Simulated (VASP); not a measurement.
Here is a VASP 6.6.1 calculation.

INCAR

```
SYSTEM = Zr
PREC     = Accurate       ! precision mode
ENCUT    = 520            ! plane-wave cutoff, eV
EDIFF    = 1E-6           ! SCF threshold, eV
ISMEAR   = 0              ! smearing method
SIGMA    = 0.15           ! smearing width, eV
LREAL    = .FALSE.        ! projectors in reciprocal space
LASPH    = .TRUE.         ! aspherical terms in the spheres
NELM     = 80             ! most SCF steps
ALGO     = Fast           ! electronic algorithm
ISIF     = 2              ! what is computed and relaxed
LWAVE    = .FALSE.        ! write WAVECAR
LCHARG   = .FALSE.        ! write CHGCAR
GGA      = PS             ! functional
NBANDS   = 19             ! bands
```

KPOINTS

```
Automatic mesh
0
G
  18 18 10
  0 0 0
```

Contents of POSCAR:

```
Zr
1.0
    3.2804781959      0.0000000000      0.0000000000
   -1.6402390979      2.8409774542      0.0000000000
    0.0000000000      0.0000000000      5.0697950000
Zr
2
Direct
    0.3333333333      0.6666666667      0.2500000000
    0.6666666667      0.3333333333      0.7500000000
```

Potentials or basis: VASP PAW PBE potentials, release 64 (Zr_sv).

Launch:

```sh
$ cat potpaw_PBE.64/Zr_sv/POTCAR > POTCAR
$ mpirun -np 1 vasp_std > vasp.out
```

What does it give for the pressure?

-4.4 GPa.

Predict the band gap on the k mesh.

zero (bands 12 and 13 overlap by 1.12 eV).

Stress tensor (GPa, compression positive):
```
-5.36  0.00  0.00
 0.00 -5.36  0.00
 0.00  0.00 -2.38
```

Caveat: the cell differs from its parent crystal (strain +0.015 along x and y, -0.015 along z); the cell stands under tension; the PAW data sets were made with another functional, which shifts forces and pressure a little.
